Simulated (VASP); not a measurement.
**TlBr: single point with HF**

The system is TlBr.

```
CELL_PARAMETERS angstrom
3.94518 0.00000 0.00000
0.00000 3.94518 0.00000
0.00000 0.00000 3.94518
ATOMIC_POSITIONS crystal
Tl 0.00000 0.00000 0.00000
Br 0.50000 0.50000 0.50000
```

* Program: VASP 6.6.1
* Task: single point
* Functional: HF
* Potentials or basis: VASP PAW PBE potentials, release 64 (Tl_d, Br)
* Cutoff: 400 eV
* k mesh: 4 × 4 × 4
* Occupations: gaussian, width 0.01 eV
* Spin: no spin polarisation
* Dipole correction: no
* Grid for exact exchange (PRECFOCK): Normal
* Further INCAR settings: ALGO = Normal; EDIFF = 1e-06; NBANDS = 17
* Share of exact exchange: 1

The pressure is 6.5 GPa and the band gap on the k mesh is 7.71 eV.

Levels at points of the mesh, in eV from the valence-band top:
| k point | band 8 | band 9 | band 10 | band 11 | band 12 | band 13 |
| --- | --- | --- | --- | --- | --- | --- |
| (0.00, 0.00, 0.00) | -2.90 | -2.90 | -2.90 | 13.43 | 13.43 | 14.66 |
| (0.50, 0.00, 0.00) | -2.27 | -2.27 | 0.00 | 7.71 | 12.48 | 12.48 |
| (0.50, 0.50, 0.00) | -4.99 | -4.23 | -2.15 | 11.46 | 11.46 | 14.46 |
| (0.50, 0.50, 0.50) | -3.84 | -3.84 | -2.63 | 7.86 | 7.86 | 7.86 |

It took 7.4 min on 1 thread of Intel(R) Xeon(R) Platinum 8259CL CPU @ 2.50GHz (Skylake/Cascade Lake) (shared host), peak memory 0.16 GiB.

Caveat: the cell stands under pressure; the PAW data sets were made with another functional, which shifts forces and pressure a little; spin-orbit coupling is left out, which moves the levels of the heavy elements. A k mesh can miss the band edges.
